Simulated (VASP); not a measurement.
# SiB4 (P6/mmm) in VASP: notebook

The runs below take SiB4 through single point, relaxation of cell and atoms, with PBE.

Everything below comes from runs of VASP 6.6.1. Logs are shortened: lines on timing, memory, paths and dates and some standing lists are left out, and cuts for length are marked.

**1. The cell of the first run**

It takes space group P6/mmm (No. 191, hexagonal). The conventional cell has a = 4.010 Å, b = 4.010 Å, c = 4.012 Å, α = 90.00°, β = 90.00°, γ = 120.00°. Within 2.7 Å of Si (site symmetry 6/mmm) lie 8 B at 2.01 Å. B (site symmetry mmm) has 4 B at 2.01 Å and 2 Si at 2.01 Å within 2.7 Å. Within 2.7 Å of B (site symmetry 6/mmm) lie 2 Si at 2.01 Å.

**2. Single point, PBE**

File INCAR:

```
ALGO = Normal
EDIFF = 1E-6
ENCUT = 520
GGA = PE
ISIF = 2
ISMEAR = 0
LASPH = T
LCHARG = F
LREAL = F
LWAVE = F
NBANDS = 16
NELM = 100
PREC = Accurate
SIGMA = 0.1
```

File KPOINTS:

```
k-points
0
Gamma
  12 12 10
```

File POSCAR:

```
SiB4
1.0
    4.0103326628      0.0000000000      0.0000000000
   -2.0051663314      3.4730499636      0.0000000000
    0.0000000000      0.0000000000      4.0117146388
Si B
1 4
Direct
    0.0000000000      0.0000000000      0.0000000000
    0.5000000000      0.0000000000      0.0000000000
    0.0000000000      0.5000000000      0.0000000000
    0.5000000000      0.5000000000      0.0000000000
    0.0000000000      0.0000000000      0.5000000000
```

Potentials or basis: VASP PAW PBE potentials, release 64 (Si, B).

Command:

```sh
cat potpaw_PBE.64/Si/POTCAR potpaw_PBE.64/B/POTCAR > POTCAR
mpirun -np 1 vasp_std > vasp.out
```

OUTCAR:

```text
EDIFF = 1E-6
   ENCUT = 520
   GGA = PE
   ISIF = 2
   ISMEAR = 0
   LASPH = T
   LREAL = F
   NELM = 100
   PREC = Accurate

 ion  position               nearest neighbor table
   1  0.000  0.000  0.000-   3 2.01   4 2.01   3 2.01   4 2.01   2 2.01   2 2.01   5 2.01   5 2.01

   2  0.500  0.000  0.000-   3 2.01   4 2.01   4 2.01   3 2.01   1 2.01   1 2.01
   3  0.000  0.500  0.000-   1 2.01   2 2.01   1 2.01   2 2.01   4 2.01   4 2.01
   4  0.500  0.500  0.000-   1 2.01   2 2.01   2 2.01   1 2.01   3 2.01   3 2.01
   5  0.000  0.000  0.500-   1 2.01   1 2.01

  LATTYP: Found a hexagonal cell.
 ALAT       =     4.0103326628
 C/A-ratio  =     1.0003446038

  Lattice vectors:

 A1 = (   4.0103326628,   0.0000000000,   0.0000000000)
 A2 = (  -2.0051663314,   3.4730499636,   0.0000000000)
 A3 = (   0.0000000000,   0.0000000000,   4.0117146388)

Analysis of symmetry for initial positions (statically):
=====================================================================
 Subroutine PRICEL returns:
 Original cell was already a primitive cell.

 Routine SETGRP: Setting up the symmetry group for a
 hexagonal supercell.

 Subroutine GETGRP returns: Found 24 space group operations
 (whereof 24 operations were pure point group operations)
 out of a pool of 24 trial point group operations.

The static configuration has the point symmetry D_6h.

Analysis of symmetry for dynamics (positions and initial velocities):
=====================================================================
 Subroutine PRICEL returns:
 Original cell was already a primitive cell.

 Routine SETGRP: Setting up the symmetry group for a
 hexagonal supercell.

 Subroutine GETGRP returns: Found 24 space group operations
 (whereof 24 operations were pure point group operations)
 out of a pool of 24 trial point group operations.

The dynamic configuration has the point symmetry D_6h.

 Subroutine INISYM returns: Found 24 space group operations
 (whereof 24 operations are pure point group operations),
 and found     1 'primitive' translations

----------------------------------------------------------------------------------------

                                     Primitive cell

  volume of cell :      55.8755

  direct lattice vectors                    reciprocal lattice vectors
     4.010332663  0.000000000  0.000000000     0.249355872  0.143965680  0.000000000
    -2.005166331  3.473049964  0.000000000     0.000000000  0.287931360  0.000000000
     0.000000000  0.000000000  4.011714639     0.000000000  0.000000000  0.249269973

  length of vectors
     4.010332663  4.010332663  4.011714639     0.287931360  0.287931360  0.249269973

  position of ions in fractional coordinates (direct lattice)
     0.000000000  0.000000000  0.000000000
     0.500000000  0.000000000  0.000000000
     0.000000000  0.500000000  0.000000000
     0.500000000  0.500000000  0.000000000
     0.000000000  0.000000000  0.500000000

  ion indices of the primitive-cell ions
   primitive index   ion index
                 1           1
                 2           2
                 3           3
                 4           4
                 5           5

----------------------------------------------------------------------------------------

 KPOINTS: k-points

Automatic generation of k-mesh.
 Grid dimensions read from file:
 generate k-points for:   12   12   10

 Generating k-lattice:

  Cartesian coordinates                     Fractional coordinates (reciprocal lattice)
     0.020779656  0.011997140  0.000000000     0.083333333  0.000000000  0.000000000
     0.000000000  0.023994280  0.000000000     0.000000000  0.083333333  0.000000000
     0.000000000  0.000000000  0.024926997     0.000000000  0.000000000  0.100000000

  Length of vectors
     0.023994280  0.023994280  0.024926997

  Shift w.r.t. Gamma in fractional coordinates (k-lattice)
     0.000000000  0.000000000  0.000000000

 Subroutine IBZKPT returns following result:
 ===========================================

 Found    114 irreducible k-points:

 Following reciprocal coordinates:
            Coordinates               Weight
  0.000000  0.000000  0.000000      1.000000
  0.083333 -0.000000  0.000000      6.000000
  0.166667 -0.000000  0.000000      6.000000
  0.250000 -0.000000  0.000000      6.000000
  0.333333 -0.000000  0.000000      6.000000
  0.416667 -0.000000  0.000000      6.000000
[... 16 lines left out ...]
  0.250000 -0.000000  0.100000     12.000000
  0.333333 -0.000000  0.100000     12.000000
 [... further k-points ...]
   k-points           NKPTS =    114   k-points in BZ     NKDIM =    114   number of bands    NBANDS=     16
   number of dos      NEDOS =    301   number of ions     NIONS =      5
   total plane-waves  NPLWV =  27000
   dimension x,y,z NGX =    30 NGY =   30 NGZ =   30
   dimension x,y,z NGXF=    60 NGYF=   60 NGZF=   60
   ions per type =               1   4
   NGX,Y,Z   is equivalent  to a cutoff of  12.44, 12.44, 12.43 a.u.
   NGXF,Y,Z  is equivalent  to a cutoff of  24.87, 24.87, 24.86 a.u.
 SYSTEM =  unknown system
   PREC   = accura    normal or accurate (medium, high low for compatibility)
   ISTART =      0    job   : 0-new  1-cont  2-samecut
   ICHARG =      2    charge: 1-file 2-atom 10-const
   ISPIN  =      1    spin polarized calculation?
   LNONCOLLINEAR =      F non collinear calculations
   LSORBIT =      F    spin-orbit coupling
   LASPH  =      T    aspherical Exc in radial PAW
   ENCUT  =  520.0 eV  38.22 Ry    6.18 a.u.   7.46  7.46  7.46*2*pi/ulx,y,z
   NELM   =    100;   NELMIN=  2; NELMDL= -5     # of ELM steps
   EDIFF  = 0.1E-05   stopping-criterion for ELM
   LREAL  =      F    real-space projection
   EDIFFG = 0.1E-04   stopping-criterion for IOM
   NSW    =      0    number of steps for IOM
   IBRION =     -1    ionic relax: 0-MD 1-quasi-New 2-CG
   NFREE  =      0    steps in history (QN), initial steepest desc. (CG)
   ISIF   =      2    stress and relaxation
   ISYM   =      2    0-nonsym 1-usesym 2-fastsym
   POTIM  = 0.5000    time-step for ionic-motion
   TEBEG  =    0.0;   TEEND  =   0.0 temperature during run
   PSTRESS=    0.0 pullay stress
   NELECT =      16.0000    total number of electrons
   NUPDOWN=      -1.0000    fix difference up-down
   EMIN   =  10.00;   EMAX   =-10.00  energy-range for DOS
   EFERMI =   0.00;   METHOD = LEGACY
   ISMEAR =     0;   SIGMA  =   0.10  broadening in eV -4-tet -1-fermi 0-gaus
   EFERMI_NEDOS =   21; number of points for ismear=-14 and -15
   IALGO  =     38    algorithm
   IMIX   =      4    mixing-type and parameters
     AMIX     =   0.40;   BMIX     =  1.00
     AMIX_MAG =   1.60;   BMIX_MAG =  1.00
  volume/ion in A,a.u.               =      11.18        75.41
  Fermi-wavevector in a.u.,A,eV,Ry     =   1.079049  2.039106 15.841887  1.164346
  Thomas-Fermi vector in A             =   2.215003
   LORBIT       =      0    0 simple, 1 ext, 2 COOP (PROOUT), +10 PAW based schemes
   GGA     = PE    functional components
   LHFCALC =     F    Hartree Fock is set to
   AEXX    =    0.0000 exact exchange contribution
   IVDW    =     0    specifies the selected vdW correction
   LEPSILON=     F    determine dielectric tensor
   LRPA    =     F    only Hartree local field effects (RPA)
 non-spin polarized calculation
 Gauss-broadening in eV      SIGMA  =   0.10
  energy-cutoff  :      520.00
  volume of cell :       55.88
 maximum number of plane-waves:      1529
 NGX is ok and might be reduce to    30
   NGX = 15   NGY = 15   NGZ = 15

 number of electron      15.9999999 magnetization

 Free energy of the ion-electron system (eV)
  ---------------------------------------------------
  ext. energy  EPLUGINS =         0.00000000
  ---------------------------------------------------
  free energy    TOTEN  =       -24.32192875 eV

  energy without entropy =      -24.31394458  energy(sigma->0) =      -24.31793666

 E-fermi :   5.0096     XC(G=0): -10.2152

 val. band max:        5.0069352028   @ k =   0.2500   0.2500   0.3000
 cond. band min:       5.0262604273   @ k =   0.1667   0.1667   0.0000
 fundamental gap:      0.0193252245
 Fermi energy:         5.0095700549

 k-point     1 :       0.0000    0.0000    0.0000
  band No.  band energies     occupation
      1      -9.5035      2.00000
      2      -1.5092      2.00000
      3      -1.5092      2.00000
      4      -0.9220      2.00000
      5      -0.6395      2.00000
      6      -0.0193      2.00000
[... 8 lines left out ...]
     15      13.1905      0.00000
     16      13.1905      0.00000

 k-point     2 :       0.0833   -0.0000    0.0000
  band No.  band energies     occupation
      1      -9.4363      2.00000
      2      -1.9631      2.00000
      3      -1.5610      2.00000
      4      -0.8561      2.00000
      5      -0.8544      2.00000
      6       0.2410      2.00000
[... 8 lines left out ...]
     15      13.4796      0.00000
     16      13.6697      0.00000

 k-point     3 :       0.1667   -0.0000    0.0000
  band No.  band energies     occupation
      1      -9.2355      2.00000
      2      -2.9187      2.00000
      3      -1.6922      2.00000
      4      -1.2359      2.00000
      5      -0.6621      2.00000
      6       0.6962      2.00000
[... 8 lines left out ...]
     15      13.8247      0.00000
     16      14.2185      0.00000

 k-point     4 :       0.2500   -0.0000    0.0000
  band No.  band energies     occupation
      1      -8.9053      2.00000
      2      -3.9883      2.00000
      3      -1.8523      2.00000
      4      -1.5860      2.00000
      5      -0.3533      2.00000
      6       1.1551      2.00000
[... 8 lines left out ...]
     15      12.7456      0.00000
     16      13.9806      0.00000
[... 324 lines left out ...]
 k-point    22 :       0.1667   -0.0000    0.1000
  band No.  band energies     occupation
      1      -9.1986      2.00000
      2      -2.8954      2.00000
      3      -1.6633      2.00000
      4      -1.3513      2.00000
      5      -1.0866      2.00000
      6       1.2376      2.00000
[... 8 lines left out ...]
     15      13.8388      0.00000
     16      14.4990      0.00000

 k-point    23 :       0.2500   -0.0000    0.1000
  band No.  band energies     occupation
      1      -8.8683      2.00000
      2      -3.9594      2.00000
      3      -1.8221      2.00000
      4      -1.6004      2.00000
      5      -0.8791      2.00000
      6       1.7190      2.00000
[... 8 lines left out ...]
     15      12.7665      0.00000
     16      14.0496      0.00000

 k-point    24 :       0.3333   -0.0000    0.1000
  band No.  band energies     occupation
      1      -8.4198      2.00000
      2      -4.9844      2.00000
      3      -1.9642      2.00000
      4      -1.8492      2.00000
      5      -0.5221      2.00000
      6       2.1652      2.00000
[... 8 lines left out ...]
     15      11.6444      0.00000
     16      12.6908      0.00000

 [... further k-points ...]
[... 5 lines left out ...]
  --------------------------------------------------------------------------------------
  -------------------------------------------------------------------------------------
  Total       -0.0760050     -0.0760050     -0.0505403      0.0000000     -0.0000000      0.0000000
  in kB       -2.1793725     -2.1793725     -1.4491955      0.0000000     -0.0000000      0.0000000
  external PRESSURE =      -1.9359801 kB  Pullay stress =       0.0000000 kB

 VOLUME and BASIS-vectors are now :
 -----------------------------------------------------------------------------
  energy-cutoff  :      520.00
  volume of cell :       55.88
      direct lattice vectors                 reciprocal lattice vectors
     4.010332663  0.000000000  0.000000000     0.249355872  0.143965680  0.000000000
    -2.005166331  3.473049964  0.000000000     0.000000000  0.287931360  0.000000000
     0.000000000  0.000000000  4.011714639     0.000000000  0.000000000  0.249269973

 POSITION                                       TOTAL-FORCE (eV/Angst)
 -----------------------------------------------------------------------------------
      0.00000      0.00000      0.00000        -0.000000      0.000000      0.000000
      2.00517      0.00000      0.00000        -0.000000      0.000000      0.000000
     -1.00258      1.73652      0.00000         0.000000      0.000000      0.000000
      1.00258      1.73652      0.00000        -0.000000      0.000000      0.000000
      0.00000      0.00000      2.00586         0.000000      0.000000      0.000000
 -----------------------------------------------------------------------------------
    total drift:                               -0.000000     -0.000000      0.000000

  FREE ENERGIE OF THE ION-ELECTRON SYSTEM (eV)
  ---------------------------------------------------
  free  energy   TOTEN  =       -24.3219287460 eV

  energy  without entropy=      -24.3139445831  energy(sigma->0) =      -24.31793666
```

It took 39 s on 1 thread of Intel Xeon 6975P-C (Granite Rapids), shared host; peak memory 0.21 GiB.

What came out:

```
Free energy            : -24.3219 eV
Pressure               : -0.2 GPa
Band gap on the k mesh : zero (band 8 reaches 6.08 eV, above the bottom of band 9 at 3.69 eV)
```

(Continued in part 2 of 2.)
